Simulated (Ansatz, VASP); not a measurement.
**SiGe7: VASP beside Ansatz**

```xyz
16
Lattice="0.0001 5.6396 -5.6393 5.6396 5.6396 0.0000 5.6396 0.0001 -5.6393" Properties=species:S:1:pos:R:3 pbc="T T T"
Si    2.8198    2.8198   -5.6391
Si    5.6396    5.6396   -5.6391
Ge    2.8194    0.0004   -2.8195
Ge    5.6392    2.8202   -2.8195
Ge    0.0004    2.8194   -2.8195
Ge    2.8202    5.6392   -2.8195
Ge    0.0000    0.0000   -0.0002
Ge    2.8198    2.8198   -0.0002
Ge    4.2297    4.2297   -4.2640
Ge    7.0495    7.0495   -4.2640
Ge    4.2472    7.0321   -7.0325
Ge    7.0670    9.8519   -7.0325
Ge    7.0321    4.2472   -7.0325
Ge    9.8519    7.0670   -7.0325
Ge    7.0495    7.0495   -9.8681
Ge    9.8694    9.8694   -9.8681
```

Alike in both runs: task single point; functional PBEsol; k mesh 2 × 2 × 2; occupations gaussian, width 0.01 eV; no spin polarisation.

|  | VASP | Ansatz |
| --- | --- | --- |
| version | VASP 6.6.1 | Ansatz 0.2.0 |
| potentials or method | VASP PAW PBE potentials, release 64 (Si, Ge_d), cutoff 500 eV | scalar-relativistic, plane waves, PAW |
| valence electrons in the cell | 204 | 204 |

VASP gave:

```
gap on the k mesh at the Fermi level (eV)                     : 0.10
least direct gap on the mesh (eV)                             : 0.10
pressure (GPa)                                                : 0.0
traceless stress, the component that is largest in VASP (GPa) : 0.08
rms of the force components (eV/Å)                            : 0.026
```

Question: Which values does Ansatz return?

Answer: gap on the k mesh at the Fermi level (eV): 0.10; least direct gap on the mesh (eV): 0.10; pressure (GPa): 0.1; traceless stress, the component that is largest in VASP (GPa): 0.08; rms of the force components (eV/Å): 0.027.

VASP's potentials were made for PBE, not for PBEsol. Atom by atom the forces differ by 0.001 eV/Å (rms over components). The functional is the same, so the differences come from potentials, cutoffs and numerics.

The k mesh is coarse, so the values compare programs but aren't converged.
